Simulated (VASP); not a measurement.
Write the native input for VASP 6.6.1 that does the following.

| Item | Value |
| --- | --- |
| Task | single point |
| Functional | PBE |
| Potentials or basis | VASP PAW PBE potentials, release 64 (Mo_sv, Se) |
| Cutoff | 520 eV |
| k mesh | 12 × 12 × 12 |
| Occupations | gaussian, width 0.1 eV |
| Spin | no spin polarisation |
| Hubbard terms | Mo d U = 4.38 eV |
| Dipole correction | no |
| Further INCAR settings | ALGO = Normal; EDIFF = 1e-06; NBANDS = 17 |

The structure of MoSe lies in POSCAR:

```
MoSe
1.0
    3.3258285494      0.0000000000      0.0000000000
    0.0000000000      3.3258285494      0.0000000000
    0.0000000000      0.0000000000      3.3258285494
Mo Se
1 1
Direct
    0.0000000000      0.0000000000      0.0000000000
    0.5000000000      0.5000000000      0.5000000000
```

These files were run (other wordings do the same):

INCAR

```
PREC = Accurate
ENCUT = 520
EDIFF = 1E-6
ISMEAR = 0
SIGMA = 0.1
LREAL = False
LASPH = True
NELM = 150
ALGO = Normal
ISIF = 2
LWAVE = False
LCHARG = False
LMAXMIX = 4
LDAU = True
LDAUTYPE = 2
LDAUL = 2 -1
LDAUU = 4.38 0
LDAUJ = 0 0
LDAUPRINT = 1
GGA = PE
NBANDS = 17
```

KPOINTS

```
Automatic mesh
0
Gamma
  12 12 12
```

Potentials or basis: VASP PAW PBE potentials, release 64 (Mo_sv, Se).

Launch:

```console
$ cat potpaw_PBE.64/Mo_sv/POTCAR potpaw_PBE.64/Se/POTCAR > POTCAR
$ mpirun -np 1 vasp_std > vasp.out
```

It gave:

```yaml
Pressure: -16.5 GPa
Band_gap_on_the_k_mesh: zero (band 10 reaches 10.41 eV, above the bottom of band 11 at 8.64 eV)
```

Caveat: U without spin polarisation on a metal has little footing.

It took 58 s on 1 thread of Intel(R) Xeon(R) Platinum 8488C (Sapphire Rapids), on a shared host, peak memory 0.19 GiB.
